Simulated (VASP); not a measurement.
Set up this calculation in VASP 6.6.1, as the native input.

```yaml
Task: single point
Functional: LDA
Potentials_or_basis: VASP PAW LDA potentials, release 64 (In_d)
Cutoff: 520 eV
k_mesh: 6 × 6 × 6
Occupations: fermi-dirac, width 0.1 eV
Spin: no spin polarisation
Dipole_correction: no
Further_INCAR_settings: ALGO = Normal; EDIFF = 1e-06; NBANDS = 62
```

The structure of In lies in POSCAR:

```
In
1.0
    5.8707483223      0.0000000000      0.0000000000
    0.0000000000      5.8707483223      0.0000000000
    0.0000000000      0.0000000000      5.8707483223
In
8
Direct
    1.0000000000      0.0000000000      0.0000000000
    0.5000000000      0.5000000000      0.5000000000
    0.2500000000      1.0000000000      0.5000000000
    0.7500000000      0.0000000000      0.5000000000
    0.5000000000      0.2500000000      0.0000000000
    0.5000000000      0.7500000000      0.0000000000
    0.0000000000      0.5000000000      0.2500000000
    0.0000000000      0.5000000000      0.7500000000
```

The input as run:

INCAR

```
PREC = Accurate
ENCUT = 520
EDIFF = 1E-6
ISMEAR = -1
SIGMA = 0.1
LREAL = F
LASPH = T
NELM = 100
ALGO = Normal
ISIF = 2
LWAVE = F
LCHARG = F
GGA = CA
NBANDS = 62
```

KPOINTS

```
Automatic mesh
0
Gamma
  6 6 6
```

Potentials or basis: VASP PAW LDA potentials, release 64 (In_d).

Run with:

```console
$ cat potpaw_LDA.64/In_d/POTCAR > POTCAR
$ mpirun -np 1 vasp_std > vasp.out
```

It gave:

```json
{
 "Pressure": "-0.1 GPa",
 "Band gap on the k mesh": "zero (band 52 reaches 10.12 eV, above the bottom of band 53 at 7.04 eV)"
}
```

Caveat: spin-orbit coupling is left out, which moves the levels of the heavy elements.

Wall time 7.4 min on 1 thread of Oxide Virtual Turin-like Processor (shared host), peak memory 0.31 GiB.
